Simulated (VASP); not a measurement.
**Ta12HCN12F3: single point with PBE+D3(BJ)**

The system is Ta12HCN12F3, a slab with vacuum.

```xyz
29
Lattice="6.2015 0.0000 0.0000 0.0000 6.2015 0.0000 0.0000 0.0000 23.9550" Properties=species:S:1:pos:R:3 pbc="T T T"
Ta    3.1007    3.1007    8.0000
Ta    3.1007    0.0000    8.0000
Ta    0.0000    3.1007    8.0000
Ta    0.0000    0.0000    8.0000
Ta    4.8281    4.6517   10.1352
Ta    4.4753    1.5553   10.1367
Ta    1.4231    4.6570   10.2288
Ta    1.6755    1.5497   10.2287
Ta    0.0679   -0.0497   12.2434
Ta    0.0703    3.1502   12.2395
Ta    3.0288    0.0472   12.2395
Ta    3.0338    3.0560   12.2311
N     1.5504    1.5504    8.0000
N     1.5504    4.6511    8.0000
N     4.6511    1.5504    8.0000
N     4.6511    4.6511    8.0000
N     3.1118    3.3013   10.1368
N     3.1217   -0.1946   10.1438
N    -0.0122    2.9078   10.1421
N    -0.0215    0.1989   10.1464
N     4.6599    4.6513   12.4380
N     4.6374    1.5506   12.4350
N     1.5959    4.6529   12.6755
N     1.5025    1.5497   12.6683
F     3.1132    5.0684   15.9594
F     3.3676    3.0065   15.2437
F     1.4612    3.6393   16.1332
C     2.7996    3.7807   16.2001
H     3.1700    3.4728   17.1884
```

| Item | Value |
| --- | --- |
| Program | VASP 6.6.1 |
| Task | single point |
| Functional | PBE |
| Dispersion | D3(BJ) |
| Potentials or basis | VASP PAW PBE potentials, release 64 (Ta_pv, N, F, C, H) |
| Cutoff | 520 eV |
| k mesh | 3 × 3 × 1 |
| Occupations | gaussian, width 0.1 eV |
| Spin | no spin polarisation |

| Quantity | Value |
| --- | --- |
| Largest force | 2.078 eV/Å |
| Band gap on the k mesh | zero (bands 109 and 110 overlap by 0.43 eV) |
| Dispersion energy per atom | -0.264 eV |

Forces in eV/Å, atoms in the order of the input:
```
Ta   0.216 -0.402  1.513
Ta   0.220  0.388  1.438
Ta  -0.229  0.355  1.426
Ta  -0.208 -0.370  1.388
Ta   0.011  0.009  0.016
Ta  -0.024 -0.010  0.002
Ta  -0.008  0.002  0.019
Ta   0.015  0.004  0.007
Ta  -0.017  0.002  0.030
Ta  -0.013 -0.002  0.034
Ta   0.021 -0.010  0.015
Ta   0.011  0.009  0.020
N    0.217  0.007 -0.947
N   -0.215  0.009 -0.938
N    0.363  0.007 -2.046
N   -0.365 -0.004 -2.032
N    0.007  0.004  0.001
N   -0.008  0.007 -0.002
N   -0.006 -0.015 -0.004
N    0.006  0.011 -0.007
N    0.018  0.002  0.006
N    0.009 -0.003  0.016
N    0.000 -0.002  0.030
N   -0.013  0.004  0.027
F    0.098  0.404 -0.073
F    0.165 -0.236 -0.291
F   -0.415 -0.048 -0.016
C    0.145 -0.126  0.363
H    0.001  0.005  0.006
```

Levels at points of the mesh, in eV from the Fermi level:
```
           k point  band 106  band 107  band 108  band 109  band 110  band 111
(0.00, 0.00, 0.00)     -0.69     -0.27     -0.25      0.17      0.68      0.71
```

Wall time 25 min on 1 thread of Intel(R) Xeon(R) 6975P-C (Granite Rapids), with other jobs on the host, peak memory 1.1 GiB.

Caveat: spin-orbit coupling is left out, which moves the levels of the heavy elements.
